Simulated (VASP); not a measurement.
Here is a VASP 6.6.1 calculation.

Contents of INCAR:

```
SYSTEM = Ti3Al
PREC = Accurate ; ENCUT = 520
EDIFF = 1E-6 ; ISMEAR = 0
SIGMA = 0.15 ; LREAL = .False.
LASPH = .True. ; NELM = 150
ALGO = Fast ; ISIF = 2
LWAVE = .False. ; LCHARG = .True.
ISPIN = 2 ; MAGMOM = 0.667 0.667 0.667 0
LORBIT = 11 ; NUPDOWN = 2.0
LMAXMIX = 4 ; GGA = CA
LELF = .True. ; LVHAR = .True.
NBANDS = 32
```

KPOINTS

```
Automatic mesh
0
Gamma
  18 18 6
  0 0 0
```

Contents of POSCAR:

```
Ti3Al
1.0
    3.0232148112      0.0000000000      0.0000000000
   -1.5116074056      2.6181808276      0.0000000000
    0.0000000000      0.0000000000      9.5647391095
Ti Al
3 1
Direct
    0.6666666667      0.3333333333      0.0000000000
    0.3333333333      0.6666666667      0.7515223655
    0.3333333333      0.6666666667      0.2484776345
    0.6666666667      0.3333333333      0.5000000000
```

Potentials or basis: VASP PAW LDA potentials, release 64 (Ti_sv, Al).

Command:

```sh
$ cat potpaw_LDA.64/Ti_sv/POTCAR potpaw_LDA.64/Al/POTCAR > POTCAR
$ mpirun -np 1 vasp_std > vasp.out
```

Question: Predict the largest force.

Answer: 0.016 eV/Å.

Question: Estimate the pressure.

Answer: -14.0 GPa.

Stress tensor (GPa, compression positive):
```
-14.06   0.00   0.00
  0.00 -14.06   0.00
  0.00   0.00 -13.74
```

Caveat: the cell stands under tension; the total moment is fixed, so each spin has its own Fermi level and the state may be an excited one.
